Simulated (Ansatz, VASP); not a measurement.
GaN: VASP beside Ansatz

```
Ga N
1.0
     3.18000    0.00000    0.00000
    -1.59000    2.75396    0.00000
     0.00000    0.00000    5.16600
Ga N
2 2
Direct
  0.33333 0.66667 0.00000
  0.66667 0.33333 0.50000
  0.33333 0.66667 0.37500
  0.66667 0.33333 0.87500
```

Alike in both runs: task single point; functional PBE; k mesh 12 × 12 × 6; occupations gaussian, width 0.05 eV; no spin polarisation.

```csv
,VASP,Ansatz
version,VASP 6.6.1,Ansatz 0.2.0
potentials or method,"VASP PAW PBE potentials, release 64 (Ga_d, N), cutoff 520 eV","scalar-relativistic, plane waves, PAW"
valence electrons in the cell,36,36
```

VASP gave:

| Property | Result |
| --- | --- |
| gap on the k mesh at the Fermi level (eV) | 1.97 |
| pressure (GPa) | 7.3 |
| traceless stress, the component that is largest in VASP (GPa) | 1.45 |
| rms of the force components (eV/Å) | 0.078 |

Q: What did Ansatz give for the same quantities?

A: gap on the k mesh at the Fermi level (eV): 1.96; pressure (GPa): 7.3; traceless stress, the component that is largest in VASP (GPa): 1.44; rms of the force components (eV/Å): 0.079.

Atom by atom the forces differ by 0.001 eV/Å (rms over components). The functional is the same, so the differences come from potentials, cutoffs and numerics.
